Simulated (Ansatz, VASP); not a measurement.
**Two plane-wave programs on Ag**

```
CELL_PARAMETERS angstrom
0.00000 1.88987 2.04310
1.88987 0.00000 2.04310
1.88987 1.88987 0.00000
ATOMIC_POSITIONS crystal
Ag 0.00000 0.00000 0.00000
```

Change from the starting cell: strain -0.0750 x Voigt [1, 1, 0, 0, 0, 0], atoms carried along.

Alike in both runs: task single point; functional LDA; k mesh 20 × 20 × 20; occupations gaussian, width 0.15 eV; no spin polarisation.

```csv
,VASP,Ansatz
version,VASP 6.6.1,Ansatz 0.2.0
potentials or method,"VASP PAW LDA potentials, release 64 (Ag), cutoff 520 eV","scalar-relativistic, plane waves, PAW"
valence electrons in the cell,11,19
```

VASP gave:

```
gap on the k mesh at the Fermi level (eV)                     : none
pressure (GPa)                                                : 17.2
traceless stress, the component that is largest in VASP (GPa) : -4.29
```

Task: Which values does Ansatz return?

Result: gap on the k mesh at the Fermi level (eV): none; pressure (GPa): 17.1; traceless stress, the component that is largest in VASP (GPa): -4.31.

LDA's correlation is that of Perdew and Zunger in VASP and of Perdew and Wang (1992) in Ansatz. A gap of «none» marks a metal or a gap that the smearing closes. VASP's potentials hold 11 valence electrons a cell and Ansatz's 19, so a difference there can come from the potentials and not from the codes.
